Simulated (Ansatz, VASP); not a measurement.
**Pb: VASP beside Ansatz**

INCAR

```
SYSTEM = Pb
  ALGO = Normal
  EDIFF = 1E-8
  ENCUT = 520
  ISIF = 2
  ISMEAR = -1
  LASPH = .True.
  LCHARG = .False.
  LEFG = .True.
  LREAL = .False.
  LWAVE = .False.
  NBANDS = 21
  NELM = 60
  PREC = Accurate
  SIGMA = 0.05
```

File KPOINTS:

```
k-points
0
Gamma
  8 8 8
  0 0 0
```

The input POSCAR:

```
Pb
1.0
    0.1031700017      3.4905850563      3.4905850563
    3.4905850563      0.1031700017      3.4905850563
    3.4905850563      3.4905850563      0.1031700017
Pb
2
Direct
    0.0000000000      0.0000000000      0.0000000000
    0.2500000000      0.2500000000      0.2500000000
```

Input for Ansatz:

```yaml
crystal:
  lattice:
    - [0.1031700017, 3.4905850563, 3.4905850563]
    - [3.4905850563, 0.1031700017, 3.4905850563]
    - [3.4905850563, 3.4905850563, 0.1031700017]
  atoms:
    - { symbol: Pb, position: [0.0, 0.0, 0.0] }
    - { symbol: Pb, position: [0.25, 0.25, 0.25] }
kpoints:
  mp_grid: { grid: [8, 8, 8] }
scf:
  occupations: { method: fermi_dirac, width: 0.05 }
hamiltonian:
  xc: lda
  pseudopotentials: { kind: all_electron, datasets: crystal }
output:
  forces: true
  stress: true
  eigenvalues: true
  efg: { contact_densities: true }
```

Change from the starting cell: equal xy, yz and zx shear strains of +3 %, crystal datasets.

Alike in both runs: task electric field gradients; functional LDA; k mesh 8 × 8 × 8; occupations fermi-dirac, width 0.05 eV; no spin polarisation.

|  | VASP | Ansatz |
| --- | --- | --- |
| version | VASP 6.6.1 | Ansatz 0.2.0 |
| potentials or method | VASP PAW LDA potentials, release 64 (Pb_d), cutoff 520 eV | all-electron PAW with datasets made for the crystal, scalar-relativistic |

```csv
,VASP,Ansatz,Ansatz less VASP
pressure (GPa),-0.6,-0.6,-0.02
"traceless stress, the component that is largest in VASP (GPa)",-0.95,-0.94,+0.009
rms of the force components (eV/Å),0.167,0.164,-0.0028
size of Vzz on the site where it differs most (V/Å²),77.5,76.2,-1.31
```

LDA's correlation is that of Perdew and Zunger in VASP and of Perdew and Wang (1992) in Ansatz. Atom by atom the forces differ by 0.003 eV/Å (rms over components). Ansatz ran all-electron here, and VASP with PAW potentials.

Neither program's run includes spin-orbit coupling.
